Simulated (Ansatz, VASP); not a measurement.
**Al3Cu: VASP beside Ansatz**

The input INCAR:

```
SYSTEM = Al3Cu
ALGO = Fast ; EDIFF = 1E-6
ENCUT = 520 ; GGA = PS
ISIF = 2 ; ISMEAR = 0
LASPH = .True. ; LCHARG = .False.
LREAL = .False. ; LWAVE = .False.
NBANDS = 18 ; NELM = 60
PREC = Accurate ; SIGMA = 0.15
```

The input KPOINTS:

```
k-points
0
Gamma
  18 18 8
  0 0 0
```

The input POSCAR:

```
Al3Cu
1.0
    2.9943227518      0.0000000000      0.0000000000
    0.0000000000      2.9943227518      0.0000000000
    0.0000000000      0.0000000000      6.5520298245
Al Cu
3 1
Direct
    0.0000000000      0.0000000000      0.5000000000
    0.5000000000      0.5000000000      0.2206884206
    0.5000000000      0.5000000000      0.7793115794
    0.0000000000      0.0000000000      0.0000000000
```

Input for Ansatz:

```yaml
crystal:
  lattice:
    - [2.9943227518, 0.0, 0.0]
    - [0.0, 2.9943227518, 0.0]
    - [0.0, 0.0, 6.5520298245]
  atoms:
    - { symbol: Al, position: [0.0, 0.0, 0.5] }
    - { symbol: Al, position: [0.5, 0.5, 0.2206884206] }
    - { symbol: Al, position: [0.5, 0.5, 0.7793115794] }
    - { symbol: Cu, position: [0.0, 0.0, 0.0] }
basis:
  ecutwfc: 420
kpoints:
  mp_grid: { grid: [18, 18, 8] }
hamiltonian:
  xc: pbesol
scf:
  occupations: { method: gaussian, width: 0.15 }
output:
  forces: true
  stress: true
  eigenvalues: true
```

Alike in both runs: task single point; functional PBEsol; k mesh 18 × 18 × 8; occupations gaussian, width 0.15 eV; no spin polarisation.

|  | VASP | Ansatz |
| --- | --- | --- |
| version | VASP 6.6.1 | Ansatz 0.2.0 |
| potentials or method | VASP PAW PBE potentials, release 64 (Al, Cu), cutoff 520 eV | scalar-relativistic, plane waves, PAW |
| valence electrons in the cell | 20 | 28 |

```tsv
	VASP	Ansatz	Ansatz less VASP
gap on the k mesh at the Fermi level (eV)	none	none	-
pressure (GPa)	-1.1	0.8	+1.90
traceless stress, the component that is largest in VASP (GPa)	4.92	4.98	+0.062
rms of the force components (eV/Å)	0.045	0.039	-0.0060
```

VASP's potentials were made for PBE, not for PBEsol. Atom by atom the forces differ by 0.006 eV/Å (rms over components). A gap of «none» marks a metal or a gap that the smearing closes. The functional is the same, so the differences come from potentials, cutoffs and numerics. VASP's potentials hold 20 valence electrons a cell and Ansatz's 28, so a difference there can come from the potentials and not from the codes.
